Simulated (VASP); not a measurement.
# VN2 (I4/mcm) in VASP: notebook, part 2 of 3

VASP 6.6.1.

### 3 Single point, PBE (7.45 Å³/atom)

This run uses another cell than the first one, of 7.45 Å³/atom.

Input file INCAR:

```
PREC     = Accurate       # precision mode
ENCUT    = 520            # plane-wave cutoff, eV
EDIFF    = 1E-7           # SCF threshold, eV
ISMEAR   = 0              # smearing method
SIGMA    = 0.1            # smearing width, eV
LREAL    = False          # projectors in reciprocal space
LASPH    = True           # aspherical terms in the spheres
NELM     = 80             # most SCF steps
ALGO     = Normal         # electronic algorithm
ISIF     = 2              # what is computed and relaxed
LWAVE    = False          # write WAVECAR
LCHARG   = False          # write CHGCAR
GGA      = PE             # functional
NBANDS   = 32             # bands
```

Input file KPOINTS:

```
Automatic mesh
0
Gamma
  12 12 12
```

Input file POSCAR:

```
VN2
1.0
   -2.1335676913      2.1335676913      2.4546041369
    2.1335676913     -2.1335676913      2.4546041369
    2.1335676913      2.1335676913     -2.4546041369
V N
2 4
Direct
    0.2500000000      0.2500000000      0.0000000000
    0.7500000000      0.7500000000      0.0000000000
    0.1143182245      0.6143182245      0.7286364490
    0.6143182245      0.8856817755      0.5000000000
    0.8856817755      0.3856817755      0.2713635510
    0.3856817755      0.1143182245      0.5000000000
```

Potentials or basis: VASP PAW PBE potentials, release 64 (V_sv, N).

Command:

```bash
> cat potpaw_PBE.64/V_sv/POTCAR potpaw_PBE.64/N/POTCAR > POTCAR
> mpirun -np 1 vasp_std > vasp.out
```

OUTCAR:

```text
PREC = Accurate
   ENCUT = 520
   EDIFF = 1E-7
   ISMEAR = 0
   LREAL = False
   LASPH = True
   NELM = 80
   ISIF = 2
   GGA = PE

 ion  position               nearest neighbor table
   1  0.250  0.250  0.000-   5 2.11   3 2.11   6 2.11   6 2.11   4 2.11   4 2.11   3 2.11   5 2.11
                             2 2.45   2 2.45
   2  0.750  0.750  0.000-   5 2.11   3 2.11   4 2.11   4 2.11   6 2.11   6 2.11   5 2.11   3 2.11
                             1 2.45   1 2.45
   3  0.114  0.614  0.729-   5 1.38   1 2.11   2 2.11   2 2.11   1 2.11
   4  0.614  0.886  0.500-   6 1.38   2 2.11   1 2.11   2 2.11   1 2.11
   5  0.886  0.386  0.271-   3 1.38   2 2.11   1 2.11   2 2.11   1 2.11
   6  0.386  0.114  0.500-   4 1.38   1 2.11   2 2.11   1 2.11   2 2.11

  LATTYP: Found a body centered tetragonal cell.
 ALAT       =     4.2671353826
 C/A-ratio  =     1.1504693040

  Lattice vectors:

 A1 = (  -2.1335676913,   2.1335676913,   2.4546041369)
 A2 = (   2.1335676913,  -2.1335676913,   2.4546041369)
 A3 = (   2.1335676913,   2.1335676913,  -2.4546041369)

Analysis of symmetry for initial positions (statically):
=====================================================================
 Subroutine PRICEL returns:
 Original cell was already a primitive cell.

 Routine SETGRP: Setting up the symmetry group for a
 body centered tetragonal supercell.

 Subroutine GETGRP returns: Found 16 space group operations
 (whereof  8 operations were pure point group operations)
 out of a pool of 16 trial point group operations.

The static configuration has the point symmetry C_4h.
 The point group associated with its full space group is D_4h.

Analysis of symmetry for dynamics (positions and initial velocities):
=====================================================================
 Subroutine PRICEL returns:
 Original cell was already a primitive cell.

 Routine SETGRP: Setting up the symmetry group for a
 body centered tetragonal supercell.

 Subroutine GETGRP returns: Found 16 space group operations
 (whereof  8 operations were pure point group operations)
 out of a pool of 16 trial point group operations.

The dynamic configuration has the point symmetry C_4h.
 The point group associated with its full space group is D_4h.

 Subroutine INISYM returns: Found 16 space group operations
 (whereof  8 operations are pure point group operations),
 and found     1 'primitive' translations

----------------------------------------------------------------------------------------

                                     Primitive cell

  volume of cell :      44.6945

  direct lattice vectors                    reciprocal lattice vectors
    -2.133567691  2.133567691  2.454604137     0.000000000  0.234349255  0.203698834
     2.133567691 -2.133567691  2.454604137     0.234349255  0.000000000  0.203698834
     2.133567691  2.133567691 -2.454604137     0.234349255  0.234349255  0.000000000

  length of vectors
     3.889640556  3.889640556  3.889640556     0.310504088  0.310504088  0.331419895

  position of ions in fractional coordinates (direct lattice)
     0.250000000  0.250000000  0.000000000
     0.750000000  0.750000000  0.000000000
     0.114318225  0.614318225  0.728636449
     0.614318225  0.885681775  0.500000000
[... 34 lines left out ...]
 ===========================================

 Found    163 irreducible k-points:

 Following reciprocal coordinates:
            Coordinates               Weight
  0.000000  0.000000  0.000000      1.000000
  0.083333  0.000000  0.000000      8.000000
  0.166667  0.000000 -0.000000      8.000000
  0.250000  0.000000  0.000000      8.000000
  0.333333  0.000000  0.000000      8.000000
  0.416667  0.000000  0.000000      8.000000
[... 16 lines left out ...]
  0.500000  0.166667  0.000000     16.000000
 -0.416667  0.166667  0.000000     16.000000
 [... further k-points ...]
   k-points           NKPTS =    163   k-points in BZ     NKDIM =    163   number of bands    NBANDS=     32
   number of dos      NEDOS =    301   number of ions     NIONS =      6
   total plane-waves  NPLWV =  27000
   dimension x,y,z NGX =    30 NGY =   30 NGZ =   30
   dimension x,y,z NGXF=    60 NGYF=   60 NGZF=   60
   ions per type =               2   4
   NGX,Y,Z   is equivalent  to a cutoff of  12.82, 12.82, 12.82 a.u.
   NGXF,Y,Z  is equivalent  to a cutoff of  25.64, 25.64, 25.64 a.u.
 SYSTEM =  unknown system
   PREC   = accura    normal or accurate (medium, high low for compatibility)
   ISTART =      0    job   : 0-new  1-cont  2-samecut
   ICHARG =      2    charge: 1-file 2-atom 10-const
   ISPIN  =      1    spin polarized calculation?
   LNONCOLLINEAR =      F non collinear calculations
   LSORBIT =      F    spin-orbit coupling
   LASPH  =      T    aspherical Exc in radial PAW
   ENCUT  =  520.0 eV  38.22 Ry    6.18 a.u.   7.23  7.23  7.23*2*pi/ulx,y,z
   NELM   =     80;   NELMIN=  2; NELMDL= -5     # of ELM steps
   EDIFF  = 0.1E-06   stopping-criterion for ELM
   LREAL  =      F    real-space projection
   EDIFFG = 0.1E-05   stopping-criterion for IOM
   NSW    =      0    number of steps for IOM
   IBRION =     -1    ionic relax: 0-MD 1-quasi-New 2-CG
   NFREE  =      0    steps in history (QN), initial steepest desc. (CG)
   ISIF   =      2    stress and relaxation
   ISYM   =      2    0-nonsym 1-usesym 2-fastsym
   POTIM  = 0.5000    time-step for ionic-motion
   TEBEG  =    0.0;   TEEND  =   0.0 temperature during run
   PSTRESS=    0.0 pullay stress
   NELECT =      46.0000    total number of electrons
   NUPDOWN=      -1.0000    fix difference up-down
   EMIN   =  10.00;   EMAX   =-10.00  energy-range for DOS
   EFERMI =   0.00;   METHOD = LEGACY
   ISMEAR =     0;   SIGMA  =   0.10  broadening in eV -4-tet -1-fermi 0-gaus
   EFERMI_NEDOS =   21; number of points for ismear=-14 and -15
   IALGO  =     38    algorithm
   IMIX   =      4    mixing-type and parameters
     AMIX     =   0.40;   BMIX     =  1.00
     AMIX_MAG =   1.60;   BMIX_MAG =  1.00
  volume/ion in A,a.u.               =       7.45        50.27
  Fermi-wavevector in a.u.,A,eV,Ry     =   1.652885  3.123500 37.171515  2.732029
  Thomas-Fermi vector in A             =   2.741418
   LORBIT       =      0    0 simple, 1 ext, 2 COOP (PROOUT), +10 PAW based schemes
   GGA     = PE    functional components
   LHFCALC =     F    Hartree Fock is set to
   AEXX    =    0.0000 exact exchange contribution
   IVDW    =     0    specifies the selected vdW correction
   LEPSILON=     F    determine dielectric tensor
   LRPA    =     F    only Hartree local field effects (RPA)
 non-spin polarized calculation
 Gauss-broadening in eV      SIGMA  =   0.10
  energy-cutoff  :      520.00
  volume of cell :       44.69
 maximum number of plane-waves:      1220
 NGX is ok and might be reduce to    30
   NGX = 15   NGY = 15   NGZ = 15

 number of electron      45.9999999 magnetization

 Free energy of the ion-electron system (eV)
  ---------------------------------------------------
  ext. energy  EPLUGINS =         0.00000000
  ---------------------------------------------------
  free energy    TOTEN  =       -53.30360689 eV

  energy without entropy =      -53.29176859  energy(sigma->0) =      -53.29768774

 E-fermi :  11.9602     XC(G=0): -13.8444

 val. band max:       11.9572492641   @ k =   0.3333   0.2500   0.0000
 cond. band min:      11.9622760817   @ k =  -0.4167   0.4167   0.0833
 fundamental gap:      0.0050268177
 Fermi energy:        11.9602302316

 k-point     1 :       0.0000    0.0000    0.0000
  band No.  band energies     occupation
      1     -53.6752      2.00000
      2     -53.4867      2.00000
      3     -27.8169      2.00000
      4     -27.5269      2.00000
      5     -27.5269      2.00000
      6     -27.5229      2.00000
[... 829 lines left out ...]
     31      15.0640      0.00000
     32      15.7841      0.00000

 [... further k-points ...]
[... 5 lines left out ...]
  --------------------------------------------------------------------------------------
  -------------------------------------------------------------------------------------
  Total        3.0397815      3.0397815      3.0221777      0.0000000      0.0000000      0.0000000
  in kB      108.9679163    108.9679163    108.3368686      0.0000000      0.0000000      0.0000000
  external PRESSURE =     108.7575671 kB  Pullay stress =       0.0000000 kB

 VOLUME and BASIS-vectors are now :
 -----------------------------------------------------------------------------
  energy-cutoff  :      520.00
  volume of cell :       44.69
      direct lattice vectors                 reciprocal lattice vectors
    -2.133567691  2.133567691  2.454604137     0.000000000  0.234349255  0.203698834
     2.133567691 -2.133567691  2.454604137     0.234349255  0.000000000  0.203698834
     2.133567691  2.133567691 -2.454604137     0.234349255  0.234349255  0.000000000

 POSITION                                       TOTAL-FORCE (eV/Angst)
 -----------------------------------------------------------------------------------
      0.00000      0.00000      1.22730        -0.000000      0.000000      0.000000
      0.00000      0.00000      3.68191        -0.000000     -0.000000      0.000000
      2.62138      0.48781      0.00000         0.030893      0.030893     -0.000000
      1.64576      0.48781      2.45460        -0.030893      0.030893      0.000000
     -0.48781      1.64576      2.45460        -0.030893     -0.030893     -0.000000
      0.48781      1.64576      0.00000         0.030893     -0.030893      0.000000
 -----------------------------------------------------------------------------------
    total drift:                                0.000000     -0.000000      0.000000

  FREE ENERGIE OF THE ION-ELECTRON SYSTEM (eV)
  ---------------------------------------------------
  free  energy   TOTEN  =       -53.3036068930 eV

  energy  without entropy=      -53.2917685859  energy(sigma->0) =      -53.29768774
```

Run time: 2.5 min. Hardware: 1 thread of Intel Xeon Platinum 8488C (Sapphire Rapids), shared host; peak memory 0.3 GiB.

What came out:

```
Free energy            : -53.3036 eV
Pressure               : 10.9 GPa
Largest force          : 0.044 eV/Å
Band gap on the k mesh : zero (bands 23 and 24 overlap by 0.41 eV)
```

Forces in eV/Å, atoms in the order of the input:
```
V    0.000  0.000  0.000
V    0.000  0.000  0.000
N    0.031  0.031  0.000
N   -0.031  0.031  0.000
N   -0.031 -0.031  0.000
N    0.031 -0.031  0.000
```

Levels at points of the mesh, in eV from the Fermi level:
```tsv
k point	band 21	band 22	band 23	band 24	band 25	band 26
(0.00, 0.00, 0.00)	-2.80	-2.68	-2.68	0.78	0.99	0.99
(0.50, 0.00, 0.00)	-3.27	-3.27	0.15	0.15	0.77	0.77
(0.50, 0.50, 0.00)	-2.90	-2.72	-1.41	0.01	0.87	1.14
(0.50, 0.50, 0.50)	-2.16	-0.30	-0.24	-0.12	-0.04	0.01
```

Caveat: the cell stands under pressure; the run has no spin polarisation, though such a crystal can be magnetic. With open d or f shells a metallic result of PBE can be an artefact of self-interaction; +U or a hybrid may open a gap.

[end of part 2 of 3]
